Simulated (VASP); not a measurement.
# Na4H: single point with PBE

The system is Na4H, a slab with vacuum.

```
Na H
1.0
     7.26651    0.00000    0.00000
    -2.42217    6.85093    0.00000
     0.00000    0.00000   20.96654
Na H
8 2
Cartesian
  1.2111 1.7127 4.0000
  0.0000 5.1382 4.0000
  4.8443 1.7127 4.0000
  3.6333 5.1382 4.0000
  0.0000 0.0000 6.9665
  -1.2111 3.4255 6.9665
  3.6333 0.0000 6.9665
  2.4222 3.4255 6.9665
  -2.9341 5.1382 7.4165
  -0.6991 5.1382 7.4165
```

| Item | Value |
| --- | --- |
| Program | VASP 6.6.1 |
| Task | single point |
| Functional | PBE |
| Potentials or basis | VASP PAW PBE potentials, release 64 (Na_pv, H) |
| Cutoff | 520 eV |
| k mesh | 4 × 4 × 1 |
| Occupations | gaussian, width 0.1 eV |
| Spin | no spin polarisation |
| Dipole correction | yes |
| Further INCAR settings | ALGO = Normal; EDIFF = 1e-06; NBANDS = 40 |

The largest force is 1.608 eV/Å and the band gap on the k mesh is zero (bands 29 and 30 overlap by 0.79 eV).

Forces on the atoms (eV/Å):
```
Na  -0.001  0.020  0.035
Na  -0.004 -0.008  0.012
Na   0.001 -0.020  0.035
Na   0.004  0.008  0.012
Na   0.482  0.530 -0.111
Na  -0.482 -0.530 -0.111
Na  -0.217 -0.238  0.044
Na   0.217  0.238  0.044
H   -1.073 -1.197  0.020
H    1.073  1.197  0.020
```

Levels at points of the mesh, in eV from the Fermi level:
```
           k point  band 27  band 28  band 29  band 30  band 31  band 32
(0.00, 0.00, 0.00)    -1.41    -0.43     0.51     0.53     0.85     1.02
(0.50, 0.00, 0.00)    -1.29    -1.04     0.07     0.10     0.85     1.03
(0.00, 0.50, 0.00)    -1.45    -1.19    -0.23     0.22     0.73     1.30
(0.50, 0.50, 0.00)    -1.21    -1.06    -0.31    -0.28     0.59     0.65
```

Wall time 13 min on 1 thread of Oxide Virtual Turin-like Processor (shared host), peak memory 1 GiB.
